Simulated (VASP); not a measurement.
Input of a VASP 6.6.1 run:

Contents of INCAR:

```
PREC = Accurate ; ENCUT = 500
EDIFF = 1E-6 ; ISMEAR = 0
SIGMA = 0.05 ; LREAL = F
LASPH = T ; NELM = 120
ALGO = Normal ; ISIF = 2
LWAVE = F ; LCHARG = F
GGA = PE ; NBANDS = 17
GGA_COMPAT = F
```

The input KPOINTS:

```
regular mesh
0
Gamma
  5 5 5
```

File POSCAR:

```
SnTe
1.0
    0.0000000000      2.9933075000      3.4912465374
    2.9933075000      0.0000000000      3.4912465374
    2.9933075000      2.9933075000      0.0000000000
Sn Te
1 1
Direct
    0.0000000000      0.0000000000      0.0000000000
    0.5000000000      0.5000000000      0.5000000000
```

Potentials or basis: VASP PAW PBE potentials, release 64 (Sn_d, Te).

Command:

```console
$ cat potpaw_PBE.64/Sn_d/POTCAR potpaw_PBE.64/Te/POTCAR > POTCAR
$ mpirun -np 1 vasp_std > vasp.out
```

(1) Estimate the pressure.

(2) Predict the band gap on the k mesh.

Results:

(1) 4.3 GPa.

(2) zero (bands 10 and 11 overlap by 0.25 eV).

Caveat: the cell stands under pressure; semilocal functionals underestimate gaps, so a narrow gap can read as zero; spin-orbit coupling is left out, which moves the levels of the heavy elements.
